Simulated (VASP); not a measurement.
# YN (Fm-3m) in VASP: G0W0 quasiparticle levels with PBE

Aim: the G0W0 quasiparticle levels of YN with PBE.

Everything below comes from runs of VASP 6.6.1. Logs are shortened: lines on timing, memory, paths and dates and some standing lists are left out, and cuts for length are marked.

### 1 The cell of the first run

It takes space group Fm-3m (No. 225, cubic). Conventional cell: a = 4.896 Å, b = 4.896 Å, c = 4.896 Å, α = 90.00°, β = 90.00°, γ = 90.00°. Within 3.2 Å of Y (site symmetry m-3m) lie 6 N at 2.45 Å. Within 3.2 Å of N (site symmetry m-3m) lie 6 Y at 2.45 Å.

### 2 G0W0 quasiparticle levels, PBE

POSCAR reads:

```
YN
1.0
    0.0000000000      2.4480481452      2.4480481452
    2.4480481452      0.0000000000      2.4480481452
    2.4480481452      2.4480481452      0.0000000000
Y N
1 1
Direct
    0.0000000000      0.0000000000      0.0000000000
    0.5000000000      0.5000000000      0.5000000000
```

INCAR.step1 reads:

```
  PREC = Accurate
  ENCUT = 500
  EDIFF = 1E-8
  ISMEAR = 0
  SIGMA = 0.01
  LREAL = False
  LASPH = True
  NELM = 60
  ALGO = Normal
  LWAVE = True
  LCHARG = False
  GGA = PE
```

INCAR.step2 reads:

```
  PREC = Accurate
  ENCUT = 500
  EDIFF = 1E-8
  ISMEAR = 0
  SIGMA = 0.01
  LREAL = False
  LASPH = True
  NELM = 1
  ALGO = Exact
  LWAVE = True
  LCHARG = False
  GGA = PE
  NBANDS = 38
  LOPTICS = True
  ISTART = 1
```

INCAR.step3 reads:

```
  PREC = Accurate
  ENCUT = 500
  EDIFF = 1E-8
  ISMEAR = 0
  SIGMA = 0.01
  LREAL = False
  LASPH = True
  ALGO = EVGW0
  LWAVE = False
  LCHARG = False
  GGA = PE
  NELMGW = 1
  NBANDS = 38
  ENCUTGW = 60
  NOMEGA = 48
  PRECFOCK = Fast
  ISTART = 1
  NBANDSGW = 16
```

KPOINTS reads:

```
regular mesh
0
Gamma
  4 4 4
```

Potentials or basis: VASP PAW PBE potentials, release 64 (Y_sv_GW, N_GW).

On the command line:

```sh
$ cat potpaw_PBE.64/Y_sv_GW/POTCAR potpaw_PBE.64/N_GW/POTCAR > POTCAR
$ cp INCAR.step1 INCAR
$ mpirun -np 1 vasp_std > vasp.out
$ cp INCAR.step2 INCAR
$ mpirun -np 1 vasp_std > vasp.out
$ cp INCAR.step3 INCAR
$ mpirun -np 1 vasp_std > vasp.out
```

OUTCAR:

```text
PREC = Accurate
   ENCUT = 500
   EDIFF = 1E-8
   ISMEAR = 0
   LREAL = False
   LASPH = True
   GGA = PE
   NELMGW = 1
   ENCUTGW = 60
   PRECFOCK = Fast
   ISTART = 1

 ion  position               nearest neighbor table
   1  0.000  0.000  0.000-
   2  0.500  0.500  0.500-

  LATTYP: Found a face centered cubic cell.
 ALAT       =     4.8960962904

  Lattice vectors:

 A1 = (   0.0000000000,   2.4480481452,   2.4480481452)
 A2 = (   2.4480481452,   0.0000000000,   2.4480481452)
 A3 = (   2.4480481452,   2.4480481452,   0.0000000000)

Analysis of symmetry for initial positions (statically):
=====================================================================
 Subroutine PRICEL returns:
 Original cell was already a primitive cell.

 Routine SETGRP: Setting up the symmetry group for a
 face centered cubic supercell.

 Subroutine GETGRP returns: Found 48 space group operations
 (whereof 48 operations were pure point group operations)
 out of a pool of 48 trial point group operations.

The static configuration has the point symmetry O_h .

Analysis of symmetry for dynamics (positions and initial velocities):
=====================================================================
 Subroutine PRICEL returns:
 Original cell was already a primitive cell.

 Routine SETGRP: Setting up the symmetry group for a
 face centered cubic supercell.

 Subroutine GETGRP returns: Found 48 space group operations
 (whereof 48 operations were pure point group operations)
 out of a pool of 48 trial point group operations.

The dynamic configuration has the point symmetry O_h .

 Subroutine INISYM returns: Found 48 space group operations
 (whereof 48 operations are pure point group operations),
 and found     1 'primitive' translations

----------------------------------------------------------------------------------------

                                     Primitive cell

  volume of cell :      29.3420

  direct lattice vectors                    reciprocal lattice vectors
     0.000000000  2.448048145  2.448048145    -0.204244349  0.204244349  0.204244349
     2.448048145  0.000000000  2.448048145     0.204244349 -0.204244349  0.204244349
[... 48 lines left out ...]
  0.500000  0.500000  0.000000      3.000000
 -0.250000  0.500000  0.250000      6.000000
   k-points           NKPTS =      8   k-points in BZ     NKDIM =     64   number of bands    NBANDS=     38
   number of dos      NEDOS =    301   number of ions     NIONS =      2
   total plane-waves  NPLWV =  21952
   dimension x,y,z NGX =    28 NGY =   28 NGZ =   28
   dimension x,y,z NGXF=    56 NGYF=   56 NGZF=   56
   ions per type =               1   1
   NGX,Y,Z   is equivalent  to a cutoff of  13.45, 13.45, 13.45 a.u.
   NGXF,Y,Z  is equivalent  to a cutoff of  26.89, 26.89, 26.89 a.u.
 SYSTEM =  unknown system
   PREC   = accura    normal or accurate (medium, high low for compatibility)
   ISTART =      1    job   : 0-new  1-cont  2-samecut
   ICHARG =      0    charge: 1-file 2-atom 10-const
   ISPIN  =      1    spin polarized calculation?
   LNONCOLLINEAR =      F non collinear calculations
   LSORBIT =      F    spin-orbit coupling
   LASPH  =      T    aspherical Exc in radial PAW
   ENCUT  =  500.0 eV  36.75 Ry    6.06 a.u.   6.31  6.31  6.31*2*pi/ulx,y,z
   NELM   =     60;   NELMIN=  2; NELMDL=  0     # of ELM steps
   EDIFF  = 0.1E-07   stopping-criterion for ELM
   LREAL  =      F    real-space projection
   EDIFFG = 0.1E-06   stopping-criterion for IOM
   NSW    =      0    number of steps for IOM
   IBRION =     -1    ionic relax: 0-MD 1-quasi-New 2-CG
   NFREE  =      0    steps in history (QN), initial steepest desc. (CG)
   ISIF   =      0    stress and relaxation
   ISYM   =      3    0-nonsym 1-usesym 2-fastsym
   POTIM  = 0.5000    time-step for ionic-motion
   TEBEG  =    0.0;   TEEND  =   0.0 temperature during run
   PSTRESS=    0.0 pullay stress
   NELECT =      16.0000    total number of electrons
   NUPDOWN=      -1.0000    fix difference up-down
   EMIN   =  10.00;   EMAX   =-10.00  energy-range for DOS
   EFERMI =   0.00;   METHOD = LEGACY
   ISMEAR =     0;   SIGMA  =   0.01  broadening in eV -4-tet -1-fermi 0-gaus
   EFERMI_NEDOS =   21; number of points for ismear=-14 and -15
   IALGO  =     38    algorithm
   IMIX   =      4    mixing-type and parameters
     AMIX     =   0.40;   BMIX     =  1.00
     AMIX_MAG =   1.60;   BMIX_MAG =  1.00
  volume/ion in A,a.u.               =      14.67        99.00
  Fermi-wavevector in a.u.,A,eV,Ry     =   1.337473  2.527457 24.338547  1.788833
  Thomas-Fermi vector in A             =   2.466019
   LORBIT       =      0    0 simple, 1 ext, 2 COOP (PROOUT), +10 PAW based schemes
   GGA     = PE    functional components
   LHFCALC =     T    Hartree Fock is set to
   PRECFOCK=fast      Normal, Fast or Accurate (Low or Medium for compatibility)
   ENCUT4O =  -1.0   cutoff for four orbital integrals eV
   NKREDX  =     1    reduce k-point grid by
   NKREDY  =     1    reduce k-point grid by
   NKREDZ  =     1    reduce k-point grid by
   AEXX    =    1.0000 exact exchange contribution
   HFSCREEN=    0.0000 screening length (either q_TF or 0.3 A-1)
   HFSCREENC=   0.0000 screening length for correlation (either q_TF or 0.3 A-1)
   ENCUTFOCK=  -1.0 apply spherical cutoff to Coloumb kernel
   IVDW    =     0    specifies the selected vdW correction
   LEPSILON=     F    determine dielectric tensor
   LRPA    =     F    only Hartree local field effects (RPA)
   LRPAFORCE           =     F    calculate RPA forces
   ENCUTGW             =  60.0    cutoff for response function in eV
   ENCUTGWSOFT         =  48.0    soft cutoff for Coulomb kernel in GW response function in eV
   ENCUTLF             =  -1.0    cutoff for local field effects
   NELMGW              =     1    number of iterations in solving QP/BSE equation
   NELMHF              =     1    number of iterations in the inner HF iteration
   NKREDLFX            =     1    NKREDLFY  =   1   NKREDLFZ  =   1
 non-spin polarized calculation
 Gauss-broadening in eV      SIGMA  =   0.01
  energy-cutoff  :      500.00
  volume of cell :       29.34
 maximum number of plane-waves:       754
 NGX is ok and might be reduce to    28
  NGX = 14; NGY = 14; NGZ = 14
   NGX = 13   NGY = 13   NGZ = 13
 maximum number of plane-waves:        34
 NGX is ok and might be reduce to    10

 QP shifts <psi_nk| G(iteration)W_0 |psi_nk>: iteration 1
 for sc-GW calculations column KS-energies equals QP-energies in previous step
 and V_xc(KS)=  KS-energies - (<T + V_ion + V_H > + <T+V_H+V_ion>^1  + <V_x>^1)

 k-point   1 :       0.0000    0.0000    0.0000
  band No.  KS-energies  QP-energies   sigma(KS)   V_xc(KS)     V^pw_x(r,r')   Z            occupation Imag(sigma)

      1     -33.2682     -34.6522     -21.4576     -19.2589     -31.8905       0.6294       2.0000       1.2800
      2     -12.9325     -14.0300     -19.7298     -18.2144     -25.4619       0.7242       2.0000       0.5475
      3     -12.9325     -14.0300     -19.7298     -18.2144     -25.4619       0.7242       2.0000       0.5475
      4     -12.9325     -14.0300     -19.7298     -18.2144     -25.4619       0.7242       2.0000       0.5475
      5      -5.2529      -5.9008     -16.8530     -15.8720     -25.0662       0.6605       2.0000       1.2063
      6       7.6291       7.9051     -16.1072     -16.4798     -19.6921       0.7408       2.0000       0.2445
[... 135 lines left out ...]
      2     -13.5155     -14.6337     -19.2477     -17.6878     -25.2000       0.7168       2.0000       0.6667
      3     -13.5155     -14.6337     -19.2477     -17.6878     -25.2000       0.7168       2.0000       0.6667
      4     -13.3349     -14.4110     -19.3509     -17.8523     -25.3521       0.7181       2.0000       0.6525
      5      -4.3512      -4.9363     -17.6525     -16.7845     -25.5821       0.6741       2.0000       1.0719
      6       5.4720       5.4968     -14.9162     -14.9504     -18.8209       0.7248       2.0000       0.3389
[... 8 lines left out ...]
     15      20.9223      22.1244     -11.3487     -12.8910      -5.4734       0.7794       0.0000      -0.8904
     16      20.9223      22.1244     -11.3487     -12.8910      -5.4734       0.7794       0.0000      -0.8904
```

OUTCAR.step1:

```text
PREC = Accurate
   ENCUT = 500
   EDIFF = 1E-8
   ISMEAR = 0
   LREAL = False
[... 323 lines left out ...]
      0.00000      0.00000      0.00000        -0.000000     -0.000000     -0.000000
      2.44805      2.44805      2.44805         0.000000      0.000000      0.000000
 -----------------------------------------------------------------------------------
    total drift:                                0.000000      0.000000      0.000000

  FREE ENERGIE OF THE ION-ELECTRON SYSTEM (eV)
  ---------------------------------------------------
  free  energy   TOTEN  =       -20.3214113212 eV

  energy  without entropy=      -20.3214113212  energy(sigma->0) =      -20.32141132
```

Run time: 38 s. Hardware: 1 thread of Intel Xeon Platinum 8488C (Sapphire Rapids), shared host; peak memory 0.23 GiB.

Results:

- Band gap on the k mesh, mean-field level: 0.13 eV, indirect (least direct gap 0.53 eV)
- Quasiparticle gap: 0.36 eV
- Least direct quasiparticle gap: 0.85 eV

Caveat: the k points lie up to 0.56 Å⁻¹ apart; bands, screening cutoff and mesh are small and nothing is extrapolated, so the quasiparticle values aren't converged. A k mesh can miss the band edges.
